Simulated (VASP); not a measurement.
Here is a VASP 6.6.1 calculation.

The input INCAR:

```
PREC = Accurate ; ENCUT = 500
EDIFF = 1E-6 ; ISMEAR = 0
SIGMA = 0.01 ; LREAL = False
LASPH = True ; NELM = 120
ALGO = Normal ; ISIF = 2
LWAVE = False ; LCHARG = False
GGA = PE ; NBANDS = 16
GGA_COMPAT = False
```

Contents of KPOINTS:

```
regular mesh
0
Gamma
  4 4 4
```

The input POSCAR:

```
CdSe
1.0
    0.0000000000      3.0677809654      3.1598143944
    3.0677809654      0.0000000000      3.1598143944
    3.0677809654      3.0677809654      0.0000000000
Cd Se
1 1
Direct
    0.0000000000      0.0000000000      0.0000000000
    0.2500000000      0.2500000000      0.2500000000
```

Potentials or basis: VASP PAW PBE potentials, release 64 (Cd, Se).

Command:

```bash
$ cat potpaw_PBE.64/Cd/POTCAR potpaw_PBE.64/Se/POTCAR > POTCAR
$ mpirun -np 1 vasp_std > vasp.out
```

(1) What does it give for the band gap on the k mesh?

(2) Estimate the pressure.

Answers

(1) 0.44 eV, direct.

(2) 0.4 GPa.

Caveat: the k points lie up to 0.44 Å⁻¹ apart; the cell differs from its parent crystal (uniaxial z strain +3.0%).
